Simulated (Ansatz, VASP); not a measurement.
One calculation of BeZn2Se3, two programs

```
Be Zn Se
1.0
     4.64023    0.00000    0.00000
    -2.32012    4.01856    0.00000
     0.00000    0.00000    7.73229
Be Zn Se
1 2 3
Direct
  0.00000 0.00000 0.00000
  0.00000 0.00000 0.22925
  0.00000 0.00000 0.77075
  0.33333 0.66667 0.00000
  0.66667 0.33333 0.00000
  0.00000 0.00000 0.50000
```

Alike in both runs: task relaxation of cell and atoms; functional PBE; k mesh 6 × 6 × 2; occupations gaussian, width 0.1 eV; no spin polarisation.

|  | VASP | Ansatz |
| --- | --- | --- |
| version | VASP 6.6.1 | Ansatz 0.2.0 |
| potentials or method | VASP PAW PBE potentials, release 64 (Be, Zn, Se), cutoff 600 eV | scalar-relativistic, plane waves, PAW |
| valence electrons in the cell | 44 | 74 |

|  | VASP | Ansatz | Ansatz less VASP |
| --- | --- | --- | --- |
| gap on the k mesh at the Fermi level, each at its own relaxed structure (eV) | none | none | - |
| relaxed volume (Å³/atom) | 28.66 | 28.54 | -0.119 |
| relaxed cell length with the largest relative difference (Å) | 9.001 | 8.971 | -0.0303 |

A gap of «none» marks a metal or a gap that the smearing closes. VASP's potentials hold 44 valence electrons a cell and Ansatz's 74, so a difference there can come from the potentials and not from the codes.

The k mesh is coarse, so the values compare programs but aren't converged. Noted on VASP's run: the volume moved by over 15 % at a fixed basis, so the end points are rough.
